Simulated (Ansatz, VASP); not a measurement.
**Two plane-wave programs on GaN**

```
Ga N
1.0
     3.18310    0.00000    0.00000
    -1.59155    2.75664    0.00000
     0.00000    0.00000    5.18360
Ga N
2 2
Direct
  0.33333 0.66667 0.99911
  0.66667 0.33333 0.49911
  0.33333 0.66667 0.37589
  0.66667 0.33333 0.87589
```

Alike in both runs: task single point; functional r2SCAN; k mesh 12 × 12 × 4; occupations gaussian, width 0.05 eV; no spin polarisation.

|  | VASP | Ansatz |
| --- | --- | --- |
| version | VASP 6.6.1 | Ansatz 0.2.0 |
| potentials or method | VASP PAW PBE potentials, release 64 (Ga_d, N), cutoff 520 eV | scalar-relativistic, plane waves, PAW |
| valence electrons in the cell | 36 | 36 |

|  | VASP | Ansatz | Ansatz less VASP |
| --- | --- | --- | --- |
| gap on the k mesh at the Fermi level (eV) | 2.34 | 2.35 | +0.007 |
| least direct gap on the mesh (eV) | 2.34 | 2.35 | +0.007 |
| pressure (GPa) | 1.1 | 0.0 | -1.09 |
| traceless stress, the component that is largest in VASP (GPa) | -0.09 | -0.01 | +0.084 |
| rms of the force components (eV/Å) | 0.003 | 0.000 | -0.0030 |

VASP's potentials were made for PBE, not for r2SCAN. Atom by atom the forces differ by 0.003 eV/Å (rms over components).
